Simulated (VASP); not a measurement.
The system is SrO.

```
Sr O
1.0
     0.00000    2.56630    2.56630
     2.56630    0.00000    2.56630
     2.56630    2.56630    0.00000
Sr O
1 1
Cartesian
  2.5663 2.5663 2.5663
  0.0000 0.0000 0.0000
```

| Quantity | Value |
| --- | --- |
| Program | VASP 6.6.1 |
| Task | relaxation of cell and atoms |
| Functional | PBE |
| Potentials or basis | VASP PAW PBE potentials, release 64 (Sr_sv, O) |
| Cutoff | 600 eV |
| k mesh | 8 × 8 × 8 |
| Occupations | gaussian, width 0.02 eV |
| Spin | no spin polarisation |

At the start: pressure 3.8 GPa; volume 16.90 Å³/atom.

Question: How do energy, volume and symmetry change on relaxing?

Answer: Over 3 steps the energy falls by 8.2 meV/atom and the volume is 17.62 Å³/atom (+4.2 %); space group Fm-3m (No. 225, to 0.05 Å).

The path:
```csv
step,energy change (eV),largest force (eV/Å),pressure (GPa),volume (Å³)
1,0.0000,0.0000,3.83,33.80
2,-0.0140,0.0000,-1.33,35.82
3,-0.0165,0.0000,0.01,35.23
```

Final structure:
```cif
data_structure
_symmetry_space_group_name_H-M 'P 1'
_symmetry_Int_Tables_number 1
_cell_length_a 3.6797
_cell_length_b 3.6797
_cell_length_c 3.6797
_cell_angle_alpha 60.000
_cell_angle_beta 60.000
_cell_angle_gamma 60.000
_cell_volume 35.23
loop_
_atom_site_label
_atom_site_type_symbol
_atom_site_fract_x
_atom_site_fract_y
_atom_site_fract_z
_atom_site_occupancy
Sr1 Sr 0.50000 0.50000 0.50000 1
O1 O 0.00000 0.00000 0.00000 1
```
